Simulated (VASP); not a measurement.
Si, 4 atoms in the cell. The structure is hexagonal, space group P6_3/mmc (No. 194). The conventional cell has a = 3.820 Å, b = 3.820 Å, c = 6.320 Å, α = 90.00°, β = 90.00°, γ = 120.00°. Si (site symmetry 3m) has 4 Si at 2.34 to 2.36 Å within 3.1 Å. This isn't the form of Si at room conditions, which is diamond.

| Item | Value |
| --- | --- |
| Program | VASP 6.6.1 |
| Task | single point |
| Functional | LDA |
| Potentials or basis | VASP PAW LDA potentials, release 64 (Si) |
| Cutoff | 500 eV |
| k mesh | 6 × 6 × 4 |
| Occupations | gaussian, width 0.1 eV |
| Spin | no spin polarisation |
| Dipole correction | no |
| Further INCAR settings | ALGO = Normal; EDIFF = 1e-06; NBANDS = 16 |

Potentials or basis: VASP PAW LDA potentials, release 64 (Si).

Launch:

```bash
$ cat potpaw_LDA.64/Si/POTCAR > POTCAR
$ mpirun -np 1 vasp_std > vasp.out
```

Hardware: 1 thread of Intel Xeon 8259CL, on a shared host.

Question: How long does it take, and how much memory?

Answer: It took 35 s on 1 thread of Intel Xeon 8259CL (shared host), peak memory 0.16 GiB. Counts: scf iterations 12, k points 21.
